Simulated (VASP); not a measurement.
# AlCu (Pm-3m) in VASP: single point with PBEsol

Aim: the single point of AlCu with PBEsol.

Program: VASP 6.6.1. These are calculated values, not measurements. Logs are shortened: lines on timing, memory, paths and dates and some standing lists are left out, and cuts for length are marked.

### 1 The cell of the first run

Symmetry: Pm-3m, No. 221, cubic system. The conventional cell has a = 2.998 Å, b = 2.998 Å, c = 2.998 Å, α = 90.00°, β = 90.00°, γ = 90.00°. Within 3.4 Å of Al (site symmetry m-3m) lie 8 Cu at 2.60 Å and 6 Al at 3.00 Å. Cu (site symmetry m-3m) has 8 Al at 2.60 Å and 6 Cu at 3.00 Å within 3.4 Å.

### 2 Single point, PBEsol

The input, INCAR:

```
SYSTEM = AlCu
PREC     = Accurate       ! precision mode
ENCUT    = 520            ! plane-wave cutoff, eV
EDIFF    = 1E-7           ! SCF threshold, eV
ISMEAR   = 0              ! smearing method
SIGMA    = 0.15           ! smearing width, eV
LREAL    = .FALSE.        ! projectors in reciprocal space
LASPH    = .TRUE.         ! aspherical terms in the spheres
NELM     = 60             ! most SCF steps
ALGO     = Normal         ! electronic algorithm
ISIF     = 2              ! what is computed and relaxed
LWAVE    = .FALSE.        ! write WAVECAR
LCHARG   = .FALSE.        ! write CHGCAR
GGA      = PS             ! functional
NBANDS   = 14             ! bands
```

The input, KPOINTS:

```
regular mesh
0
G
  18 18 18
  0 0 0
```

The input, POSCAR:

```
AlCu
1.0
    2.9975090000      0.0000000000      0.0000000000
    0.0000000000      2.9975090000      0.0000000000
    0.0000000000      0.0000000000      2.9975090000
Al Cu
1 1
Direct
    0.0000000000      0.0000000000      0.0000000000
    0.5000000000      0.5000000000      0.5000000000
```

Potentials or basis: VASP PAW PBE potentials, release 64 (Al, Cu).

Started as:

```console
> cat potpaw_PBE.64/Al/POTCAR potpaw_PBE.64/Cu/POTCAR > POTCAR
> mpirun -np 1 vasp_std > vasp.out
```

OUTCAR:

```text
SYSTEM = AlCu
   PREC = Accurate
   ENCUT = 520
   EDIFF = 1E-7
   ISMEAR = 0
   LREAL = .FALSE.
   LASPH = .TRUE.
   NELM = 60
   ISIF = 2
   GGA = PS

 ion  position               nearest neighbor table
   1  0.000  0.000  0.000-   2 2.60   2 2.60   2 2.60   2 2.60   2 2.60   2 2.60   2 2.60   2 2.60

   2  0.500  0.500  0.500-   1 2.60   1 2.60   1 2.60   1 2.60   1 2.60   1 2.60   1 2.60   1 2.60

  LATTYP: Found a simple cubic cell.
 ALAT       =     2.9975090000

  Lattice vectors:

 A1 = (   2.9975090000,   0.0000000000,   0.0000000000)
 A2 = (   0.0000000000,   2.9975090000,   0.0000000000)
 A3 = (   0.0000000000,   0.0000000000,   2.9975090000)

Analysis of symmetry for initial positions (statically):
=====================================================================
 Subroutine PRICEL returns:
 Original cell was already a primitive cell.

 Routine SETGRP: Setting up the symmetry group for a
 simple cubic supercell.

 Subroutine GETGRP returns: Found 48 space group operations
 (whereof 48 operations were pure point group operations)
 out of a pool of 48 trial point group operations.

The static configuration has the point symmetry O_h .

Analysis of symmetry for dynamics (positions and initial velocities):
=====================================================================
 Subroutine PRICEL returns:
 Original cell was already a primitive cell.

 Routine SETGRP: Setting up the symmetry group for a
 simple cubic supercell.

 Subroutine GETGRP returns: Found 48 space group operations
 (whereof 48 operations were pure point group operations)
 out of a pool of 48 trial point group operations.

The dynamic configuration has the point symmetry O_h .

 Subroutine INISYM returns: Found 48 space group operations
 (whereof 48 operations are pure point group operations),
 and found     1 'primitive' translations

----------------------------------------------------------------------------------------

                                     Primitive cell

  volume of cell :      26.9328

  direct lattice vectors                    reciprocal lattice vectors
     2.997509000  0.000000000  0.000000000     0.333610341  0.000000000  0.000000000
     0.000000000  2.997509000  0.000000000     0.000000000  0.333610341  0.000000000
     0.000000000  0.000000000  2.997509000     0.000000000  0.000000000  0.333610341

  length of vectors
     2.997509000  2.997509000  2.997509000     0.333610341  0.333610341  0.333610341

  position of ions in fractional coordinates (direct lattice)
     0.000000000  0.000000000  0.000000000
     0.500000000  0.500000000  0.500000000

  ion indices of the primitive-cell ions
   primitive index   ion index
[... 82 lines left out ...]
   POTIM  = 0.5000    time-step for ionic-motion
   TEBEG  =    0.0;   TEEND  =   0.0 temperature during run
   PSTRESS=    0.0 pullay stress
   NELECT =      14.0000    total number of electrons
   NUPDOWN=      -1.0000    fix difference up-down
   EMIN   =  10.00;   EMAX   =-10.00  energy-range for DOS
   EFERMI =   0.00;   METHOD = LEGACY
   ISMEAR =     0;   SIGMA  =   0.15  broadening in eV -4-tet -1-fermi 0-gaus
   EFERMI_NEDOS =   21; number of points for ismear=-14 and -15
   IALGO  =     38    algorithm
   IMIX   =      4    mixing-type and parameters
     AMIX     =   0.40;   BMIX     =  1.00
     AMIX_MAG =   1.60;   BMIX_MAG =  1.00
  volume/ion in A,a.u.               =      13.47        90.88
  Fermi-wavevector in a.u.,A,eV,Ry     =   1.316306  2.487459 23.574307  1.732663
  Thomas-Fermi vector in A             =   2.446428
   LORBIT       =      0    0 simple, 1 ext, 2 COOP (PROOUT), +10 PAW based schemes
   GGA     = PS    functional components
   LHFCALC =     F    Hartree Fock is set to
   AEXX    =    0.0000 exact exchange contribution
   IVDW    =     0    specifies the selected vdW correction
   LEPSILON=     F    determine dielectric tensor
   LRPA    =     F    only Hartree local field effects (RPA)
 non-spin polarized calculation
 Gauss-broadening in eV      SIGMA  =   0.15
  energy-cutoff  :      520.00
  volume of cell :       26.93
 maximum number of plane-waves:       739
 NGX is ok and might be reduce to    24
   NGX = 11   NGY = 11   NGZ = 11

 number of electron      14.0000020 magnetization

 Free energy of the ion-electron system (eV)
  ---------------------------------------------------
  ext. energy  EPLUGINS =         0.00000000
  ---------------------------------------------------
  free energy    TOTEN  =        -8.69948809 eV

  energy without entropy =       -8.69179513  energy(sigma->0) =       -8.69564161

 E-fermi :   8.9178     XC(G=0): -11.6094

 val. band max:        8.9106456175   @ k =   0.2222   0.2222   0.1111
 cond. band min:       8.9242789886   @ k =   0.5000   0.5000   0.3333
 fundamental gap:      0.0136333711
 Fermi energy:         8.9178206386

 k-point     1 :       0.0000    0.0000    0.0000
  band No.  band energies     occupation
      1      -2.5161      2.00000
      2       4.0744      2.00000
      3       4.0744      2.00000
      4       5.0819      2.00000
      5       5.0819      2.00000
      6       5.0819      2.00000
      7      12.7901      0.00000
      8      12.7901      0.00000
      9      12.7901      0.00000
     10      15.2770      0.00000
     11      15.2770      0.00000
     12      18.9518      0.00000
     13      27.3227      0.00000
     14      27.3227      0.00000
[... 377 lines left out ...]
      1      -0.4828      2.00000
      2       3.6035      2.00000
      3       4.2952      2.00000
      4       4.7180      2.00000
      5       4.7595      2.00000
      6       5.0726      2.00000
      7       6.6870      2.00000
      8      12.7674      0.00000
      9      15.1153      0.00000
     10      16.6124      0.00000
     11      18.7092      0.00000
     12      20.3203      0.00000
     13      20.4470      0.00000
     14      23.3985      0.00000

 [... further k-points ...]
[... 5 lines left out ...]
  --------------------------------------------------------------------------------------
  -------------------------------------------------------------------------------------
  Total       -0.7651058     -0.7651058     -0.7651058      0.0000000     -0.0000000     -0.0000000
  in kB      -45.5145858    -45.5145858    -45.5145858      0.0000000     -0.0000000     -0.0000000
  external PRESSURE =     -45.5145858 kB  Pullay stress =       0.0000000 kB

 VOLUME and BASIS-vectors are now :
 -----------------------------------------------------------------------------
  energy-cutoff  :      520.00
  volume of cell :       26.93
      direct lattice vectors                 reciprocal lattice vectors
     2.997509000  0.000000000  0.000000000     0.333610341  0.000000000  0.000000000
     0.000000000  2.997509000  0.000000000     0.000000000  0.333610341  0.000000000
     0.000000000  0.000000000  2.997509000     0.000000000  0.000000000  0.333610341

 POSITION                                       TOTAL-FORCE (eV/Angst)
 -----------------------------------------------------------------------------------
      0.00000      0.00000      0.00000         0.000000      0.000000      0.000000
      1.49875      1.49875      1.49875         0.000000      0.000000      0.000000
 -----------------------------------------------------------------------------------
    total drift:                                0.000000      0.000000     -0.000000

  FREE ENERGIE OF THE ION-ELECTRON SYSTEM (eV)
  ---------------------------------------------------
  free  energy   TOTEN  =        -8.6994880871 eV

  energy  without entropy=       -8.6917951327  energy(sigma->0) =       -8.69564161
```

stdout:

```text
POSCAR found type information on POSCAR AlCu
 POSCAR found :  2 types and       2 ions
 scaLAPACK will be used
 -----------------------------------------------------------------------------
|                                                                             |
|                                                                             |
|     You enforced a specific xc type in the INCAR file but a different       |
|     I HOPE YOU KNOW WHAT YOU ARE DOING!                                     |
|                                                                             |
 -----------------------------------------------------------------------------

 LDA part: xc-table for (Slater+PW92), standard interpolation
 POSCAR, INCAR and KPOINTS ok, starting setup
 FFT: planning ... GRIDC
 FFT: planning ... GRID_SOFT
 FFT: planning ... GRID
 WAVECAR not read
 entering main loop
```

Wall time 36 s (1 thread of Intel Xeon Platinum 8488C (Sapphire Rapids), shared host); peak memory 0.2 GiB.

What came out:

| Quantity | Value |
| --- | --- |
| Free energy | -8.6995 eV |
| Pressure | -4.6 GPa |
| Band gap on the k mesh | zero (band 7 reaches 12.79 eV, above the bottom of band 8 at 8.11 eV) |

Levels at points of the mesh, in eV from the Fermi level:
| k point | band 3 | band 4 | band 5 | band 6 | band 7 | band 8 | band 9 | band 10 | band 11 | band 12 |
| --- | --- | --- | --- | --- | --- | --- | --- | --- | --- | --- |
| (0.00, 0.00, 0.00) | -4.84 | -3.84 | -3.84 | -3.84 | 3.87 | 3.87 | 3.87 | 6.36 | 6.36 | 10.03 |
| (0.50, 0.00, 0.00) | -4.58 | -4.27 | -4.27 | -3.78 | -3.10 | 7.26 | 8.09 | 8.09 | 8.54 | 8.54 |
| (0.50, 0.50, 0.00) | -4.16 | -4.16 | -3.66 | -3.66 | -3.46 | -0.81 | -0.10 | 10.15 | 12.88 | 12.88 |
| (0.50, 0.50, 0.50) | -5.38 | -3.44 | -3.44 | 0.79 | 0.79 | 0.79 | 1.87 | 2.23 | 2.23 | 2.23 |

Caveat: the PAW data sets were made with another functional, which shifts forces and pressure a little.
